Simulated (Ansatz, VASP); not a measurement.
# NaH8: VASP beside Ansatz

The input INCAR:

```
SYSTEM = NaH8
PREC = Accurate
ENCUT = 600
EDIFF = 1E-6
ISMEAR = 0
SIGMA = 0.1
LREAL = .FALSE.
LASPH = .TRUE.
NELM = 100
ALGO = Normal
ISIF = 3
LWAVE = .FALSE.
LCHARG = .FALSE.
GGA = PE
IBRION = 2
NSW = 100
EDIFFG = -0.01
```

Contents of KPOINTS:

```
Automatic mesh
0
G
  10 10 10
  0 0 0
```

POSCAR

```
NaH8
1.0
    4.0361407636      0.0000000000      0.0000000000
    0.0000000000      4.0361407636      0.0000000000
    0.0000000000      0.0000000000      4.0361407636
Na H
1 8
Direct
    0.0000000000      0.0000000000      0.0000000000
    0.6509102011      0.6509102011      0.6509102011
    0.3490897989      0.3490897989      0.6509102011
    0.3490897989      0.6509102011      0.3490897989
    0.6509102011      0.3490897989      0.3490897989
    0.6509102011      0.6509102011      0.3490897989
    0.3490897989      0.3490897989      0.3490897989
    0.6509102011      0.3490897989      0.6509102011
    0.3490897989      0.6509102011      0.6509102011
```

Input for Ansatz:

```yaml
crystal:
  lattice:
    - [4.0361407636, 0.0, 0.0]
    - [0.0, 4.0361407636, 0.0]
    - [0.0, 0.0, 4.0361407636]
  atoms:
    - { symbol: Na, position: [0.0, 0.0, 0.0] }
    - { symbol: H, position: [0.6509102011, 0.6509102011, 0.6509102011] }
    - { symbol: H, position: [0.3490897989, 0.3490897989, 0.6509102011] }
    - { symbol: H, position: [0.3490897989, 0.6509102011, 0.3490897989] }
    - { symbol: H, position: [0.6509102011, 0.3490897989, 0.3490897989] }
    - { symbol: H, position: [0.6509102011, 0.6509102011, 0.3490897989] }
    - { symbol: H, position: [0.3490897989, 0.3490897989, 0.3490897989] }
    - { symbol: H, position: [0.6509102011, 0.3490897989, 0.6509102011] }
    - { symbol: H, position: [0.3490897989, 0.6509102011, 0.6509102011] }
basis:
  ecutwfc: 420
kpoints:
  mp_grid: { grid: [10, 10, 10] }
hamiltonian:
  xc: pbe
scf:
  occupations: { method: gaussian, width: 0.1 }
output:
  forces: true
  stress: true
  eigenvalues: true
relax:
  adjacent_minimum: "off"
  f_tol: 0.01
  max_steps: 80
  cell: { stress_tol: 0.05 }
```

Alike in both runs: task relaxation of cell and atoms; functional PBE; k mesh 10 × 10 × 10; occupations gaussian, width 0.1 eV; no spin polarisation.

|  | VASP | Ansatz |
| --- | --- | --- |
| version | VASP 6.6.1 | Ansatz 0.2.0 |
| potentials or method | VASP PAW PBE potentials, release 64 (Na_pv, H), cutoff 600 eV | scalar-relativistic, plane waves, PAW |
| valence electrons in the cell | 15 | 17 |

```tsv
	VASP	Ansatz	Ansatz less VASP
gap on the k mesh at the Fermi level, each at its own relaxed structure (eV)	none	none	-
relaxed volume (Å³/atom)	7.07	7.11	+0.039
relaxed length of the cell vector where the two differ most in proportion (Å)	3.992	4.000	+0.0073
```

A gap of «none» marks a metal or a gap that the smearing closes. VASP's potentials hold 15 valence electrons a cell and Ansatz's 17, so a difference there can come from the potentials and not from the codes.
